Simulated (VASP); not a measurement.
Here is a VASP 6.6.1 calculation.

The input INCAR:

```
SYSTEM = HC4
  ALGO = Normal
  DIPOL = 0.5 0.5 0.245
  EDIFF = 1E-6
  ENCUT = 520
  GGA = PE
  IDIPOL = 3
  ISIF = 2
  ISMEAR = 0
  IVDW = 12
  LASPH = .TRUE.
  LCHARG = .TRUE.
  LDIPOL = .TRUE.
  LELF = .TRUE.
  LREAL = .FALSE.
  LVACPOTAV = .TRUE.
  LVHAR = .TRUE.
  LWAVE = .FALSE.
  NBANDS = 28
  NELM = 80
  PREC = Accurate
  SIGMA = 0.1
```

KPOINTS

```
k-points
0
G
  6 6 1
  0 0 0
```

The input POSCAR:

```
HC4
1.0
    4.9314011428      0.0000000001      0.0000000000
   -2.4657005715      4.2707186659      0.0000000000
    0.0000000000      0.0000000000     18.0000000000
C H
8 2
Direct
    0.1666666667      0.3333333333      0.2222222222
    0.1666666667      0.8333333333      0.2222222222
    0.6666666667      0.3333333333      0.2222222222
    0.6666666667      0.8333333333      0.2222222222
    0.3333333333      0.1666666667      0.2222222222
    0.3333333333      0.6666666667      0.2222222222
    0.8333333333      0.1666666667      0.2222222222
    0.8333333333      0.6666666667      0.2222222222
    0.1739562988      0.1739571079      0.3361111111
    0.3260437012      0.3260428921      0.3361111111
```

Potentials or basis: VASP PAW PBE potentials, release 64 (C, H).

Run with:

```sh
$ cat potpaw_PBE.64/C/POTCAR potpaw_PBE.64/H/POTCAR > POTCAR
$ mpirun -np 1 vasp_std > vasp.out
```

(1) What does it give for the band gap on the k mesh?

(2) Predict the largest force.

(3) Predict the dispersion energy per atom.

Results:

(1) 0.08 eV.

(2) 1.000 eV/Å.

(3) -0.082 eV.
